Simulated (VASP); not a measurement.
Crystal: CoO.

```
Co O
1.0
     3.17618    0.00000    0.00000
    -1.58809    2.75066    0.00000
     0.00000    0.00000    5.19362
Co O
2 2
Direct
  0.33333 0.66667 0.50336
  0.00000 0.00000 0.00347
  0.33333 0.66667 0.87156
  0.00000 0.00000 0.37161
```

Base run:

| Property | Result |
| --- | --- |
| Program | VASP 6.6.1 |
| Functional | r2SCAN |
| Potentials or basis | VASP PAW PBE potentials, release 64 (Co, O) |
| Cutoff | 520 eV |
| k mesh | 10 × 10 × 5 |
| Occupations | fermi-dirac, width 0.05 eV |
| Spin | collinear spin, ferromagnetic start |
| Starting moments | [2.0, 2.0, 0.0, 0.0] μB |

Its results: pressure 5.4 GPa; net moment 6.00 μB per cell; site moments Co +2.63; O +0.27 μB; largest force 0.482 eV/Å.

The run is repeated on the same cell with these changes: functional from r2SCAN to PBEsol; further incar settings from ALGO = Normal; EDIFF = 1e-07; NBANDS = 27 to ALGO = Normal; EDIFF = 1e-06; NBANDS = 27. What comes out?

Pressure -5.3 GPa; net moment 5.67 μB per cell; site moments Co +2.43; O +0.31 μB; largest force 0.289 eV/Å.

Caveats: the PAW data sets were made with another functional, which shifts forces and pressure a little.
